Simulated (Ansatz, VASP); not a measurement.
One calculation of LiF, two programs

File INCAR:

```
SYSTEM = LiF
ALGO = Normal ; EDIFF = 1E-6
ENCUT = 750 ; GGA = PE
GGA_COMPAT = .False. ; ISIF = 2
ISMEAR = 0 ; IVDW = 12
LASPH = .True. ; LCHARG = .False.
LREAL = .False. ; LWAVE = .False.
NBANDS = 12 ; NELM = 120
PREC = Accurate ; SIGMA = 0.05
```

KPOINTS

```
k-points
0
Gamma
  10 10 10
  0 0 0
```

The input POSCAR:

```
LiF
1.0
    0.0000000000      2.0140017468      2.0140017468
    2.0140017468      0.0000000000      2.0140017468
    2.0140017468      2.0140017468      0.0000000000
Li F
1 1
Direct
    0.0000000000      0.0000000000      0.0000000000
    0.5000000000      0.5000000000      0.5000000000
```

Input for Ansatz:

```yaml
crystal:
  lattice:
    - [0.0, 2.0140017468, 2.0140017468]
    - [2.0140017468, 0.0, 2.0140017468]
    - [2.0140017468, 2.0140017468, 0.0]
  atoms:
    - { symbol: Li, position: [0.0, 0.0, 0.0] }
    - { symbol: F, position: [0.5, 0.5, 0.5] }
basis:
  ecutwfc: 420
  ecutrho_ratio: 4
kpoints:
  mp_grid: { grid: [10, 10, 10] }
hamiltonian:
  xc: pbe
  dispersion: d3bj
scf:
  occupations: { method: gaussian, width: 0.05 }
output:
  forces: true
  stress: true
```

Alike in both runs: task single point; functional PBE; dispersion D3(BJ); k mesh 10 × 10 × 10; occupations gaussian, width 0.05 eV; no spin polarisation.

|  | VASP | Ansatz |
| --- | --- | --- |
| version | VASP 6.6.1 | Ansatz 0.2.0 |
| potentials or method | VASP PAW PBE potentials, release 64 (Li_sv, F), cutoff 750 eV | scalar-relativistic, plane waves, PAW |
| valence electrons in the cell | 10 | 10 |

```tsv
	VASP	Ansatz	Ansatz less VASP
pressure (GPa)	-2.2	-1.5	+0.74
```
